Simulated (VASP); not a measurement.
LiF:

```xyz
4
Lattice="-1.2658 1.3596 4.7899 1.2658 -1.3596 4.7899 1.2658 1.3596 -4.7899" Properties=species:S:1:pos:R:3 pbc="T T T"
Li    0.0000    0.0000    4.2022
Li    0.0000    0.0000    1.8034
F     1.2658    0.0000    0.5876
F     1.2658    0.0000    2.9865
```

```yaml
Program: VASP 6.6.1
Task: relaxation of cell and atoms
Functional: PBE
Potentials_or_basis: VASP PAW PBE potentials, release 64 (Li_sv, F)
Cutoff: 600 eV
k_mesh: 10 × 10 × 10
Occupations: gaussian, width 0.1 eV
Spin: no spin polarisation
```

At the start: pressure 21.8 GPa; volume 8.24 Å³/atom.

Task: Where does the relaxation end?

Result: Over 11 steps the energy falls by 145.9 meV/atom and the volume is 10.72 Å³/atom (+30.1 %); space group Imm2 (No. 44, to 0.05 Å).

Step by step:
```
step  energy change (eV)  largest force (eV/Å)  pressure (GPa)  volume (Å³)
   1              0.0000                1.0035           21.78        32.97
   2             -0.4807                0.1256            4.74        38.60
   3             -0.4987                0.3695            0.81        40.90
   4             -0.5007                0.3198            1.65        40.35
   5             -0.5453                0.0804            0.59        41.44
   6             -0.5686                0.1916           -0.56        42.89
   7             -0.5689                0.2222           -0.69        43.07
   8             -0.5782                0.1629           -0.19        42.87
   9             -0.5821                0.0835            0.51        42.59
  10             -0.5822                0.0910            0.44        42.62
  11             -0.5835                0.0210            0.01        42.88
```

Final structure:
```cif
data_structure
_symmetry_space_group_name_H-M 'P 1'
_symmetry_Int_Tables_number 1
_cell_length_a 5.4369
_cell_length_b 5.4369
_cell_length_c 5.4369
_cell_angle_alpha 150.447
_cell_angle_beta 147.137
_cell_angle_gamma 44.776
_cell_volume 42.88
loop_
_atom_site_label
_atom_site_type_symbol
_atom_site_fract_x
_atom_site_fract_y
_atom_site_fract_z
_atom_site_occupancy
Li1 Li 0.44278 0.44278 0.00000 1
Li2 Li 0.18468 0.18468 0.00000 1
F1 F 0.05430 0.55430 0.50000 1
F2 F 0.31824 0.81824 0.50000 1
```

Caveat: the cutoff is under 1.25 times the usual one of these potentials, so pressure, stress and relaxed cells hold a basis-set (Pulay) error; the volume moved by over 15 % at a fixed basis, so the end points are rough.
